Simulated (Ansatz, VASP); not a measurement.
**SiGe2N2 in VASP and in Ansatz**

File INCAR:

```
SYSTEM = SiGe2N2
PREC = Accurate ; ENCUT = 600
EDIFF = 1E-6 ; ISMEAR = 0
SIGMA = 0.1 ; LREAL = .FALSE.
LASPH = .TRUE. ; NELM = 60
ALGO = Normal ; ISIF = 3
LWAVE = .FALSE. ; LCHARG = .FALSE.
GGA = PE ; IBRION = 2
NSW = 90 ; EDIFFG = -0.04
```

The input KPOINTS:

```
regular mesh
0
G
  6 6 6
  0 0 0
```

The input POSCAR:

```
SiGe2N2
1.0
   -1.8190842810      1.8190842810      4.7728448956
    1.8190842810     -1.8190842810      4.7728448956
    1.8190842810      1.8190842810     -4.7728448956
Si Ge N
1 2 2
Direct
    0.0000000000      0.0000000000      0.0000000000
    0.2500000000      0.7500000000      0.5000000000
    0.7500000000      0.2500000000      0.5000000000
    0.6260000000      0.6260000000      0.0000000000
    0.3740000000      0.3740000000      0.0000000000
```

Input for Ansatz:

```yaml
crystal:
  lattice:
    - [-1.819084281, 1.819084281, 4.7728448956]
    - [1.819084281, -1.819084281, 4.7728448956]
    - [1.819084281, 1.819084281, -4.7728448956]
  atoms:
    - { symbol: Si, position: [0.0, 0.0, 0.0] }
    - { symbol: Ge, position: [0.25, 0.75, 0.5] }
    - { symbol: Ge, position: [0.75, 0.25, 0.5] }
    - { symbol: "N", position: [0.626, 0.626, 0.0] }
    - { symbol: "N", position: [0.374, 0.374, 0.0] }
basis:
  ecutwfc: 420
kpoints:
  mp_grid: { grid: [6, 6, 6] }
hamiltonian:
  xc: pbe
scf:
  occupations: { method: gaussian, width: 0.1 }
  lower_state_search: "off"
output:
  forces: true
  stress: true
  eigenvalues: true
relax:
  adjacent_minimum: "off"
  f_tol: 0.04
  max_steps: 70
  cell: { stress_tol: 0.4 }
```

Alike in both runs: task relaxation of cell and atoms; functional PBE; k mesh 6 × 6 × 6; occupations gaussian, width 0.1 eV; no spin polarisation.

```csv
,VASP,Ansatz
version,VASP 6.6.1,Ansatz 0.2.0
potentials or method,"VASP PAW PBE potentials, release 64 (Si, Ge_d, N), cutoff 600 eV","scalar-relativistic, plane waves, PAW"
valence electrons in the cell,42,42
```

```tsv
	VASP	Ansatz	Ansatz less VASP
gap on the k mesh at the Fermi level, each at its own relaxed structure (eV)	none	none	-
relaxed volume (Å³/atom)	15.05	15.15	+0.101
relaxed cell length with the largest relative difference (Å)	5.250	5.270	+0.0204
```

A gap of «none» marks a metal or a gap that the smearing closes.

The k mesh is coarse, so the values compare programs but aren't converged. Noted on VASP's run: the volume moved by over 15 % at a fixed basis, so the end points are rough.
